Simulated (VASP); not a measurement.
Crystal: W.

```
CELL_PARAMETERS angstrom
1.58000 1.58000 1.58000
-1.58000 1.58000 1.58000
-1.58000 -1.58000 1.58000
ATOMIC_POSITIONS crystal
W 0.00000 0.00000 0.00000
```

- Program: VASP 6.6.1
- Task: relaxation of cell and atoms
- Functional: PBE
- Potentials or basis: VASP PAW PBE potentials, release 64 (W_sv)
- Cutoff: 600 eV
- k mesh: 10 × 10 × 10
- Occupations: fermi-dirac, width 0.05 eV
- Spin: no spin polarisation

At the start: pressure 8.0 GPa; volume 15.78 Å³/atom.

How do energy, volume and symmetry change on relaxing?

Over 4 steps the energy falls by 9.6 meV/atom and the volume is 16.17 Å³/atom (+2.5 %); space group Im-3m (No. 229, to 0.05 Å).

The path:
```tsv
step	energy change (eV)	largest force (eV/Å)	pressure (GPa)	volume (Å³)
1	0.0000	0.0000	8.02	15.78
2	0.1017	0.0000	-22.28	17.65
3	-0.0096	0.0000	-0.29	16.19
4	-0.0096	0.0000	-0.01	16.17
```

Final structure:
```
CELL_PARAMETERS angstrom
1.59307 1.59307 1.59307
-1.59307 1.59307 1.59307
-1.59307 -1.59307 1.59307
ATOMIC_POSITIONS crystal
W 0.00000 0.00000 0.00000
```
